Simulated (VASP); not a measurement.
Here is a VASP 6.6.1 calculation.

The input INCAR:

```
SYSTEM = GaP
PREC = Accurate
ENCUT = 520
EDIFF = 1E-6
ISMEAR = 1
SIGMA = 0.4
LREAL = .False.
LASPH = .True.
NELM = 80
ALGO = Normal
ISIF = 2
LWAVE = .False.
LCHARG = .False.
GGA = PE
NBANDS = 16
```

File KPOINTS:

```
regular mesh
0
Gamma
  10 10 10
  0 0 0
```

POSCAR

```
GaP
1.0
    0.0000000000      3.1460713136      2.0449463538
    3.1460713136      0.0000000000      2.0449463538
    3.1460713136      3.1460713136      0.0000000000
Ga P
1 1
Direct
    0.0000000000      0.0000000000      0.0000000000
    0.7500000000      0.7500000000      0.7500000000
```

Potentials or basis: VASP PAW PBE potentials, release 64 (Ga_d, P).

The run is started by

```bash
$ cat potpaw_PBE.64/Ga_d/POTCAR potpaw_PBE.64/P/POTCAR > POTCAR
$ mpirun -np 1 vasp_std > vasp.out
```

Problem. Predict the band gap on the k mesh.

Solution. Zero (band 9 reaches 5.48 eV, above the bottom of band 10 at 3.89 eV).

Problem. Predict the pressure.

Solution. -2.4 GPa.

Stress tensor (GPa, compression positive):
```
-6.29  0.00  0.00
 0.00 -6.29  0.00
 0.00  0.00  5.45
```
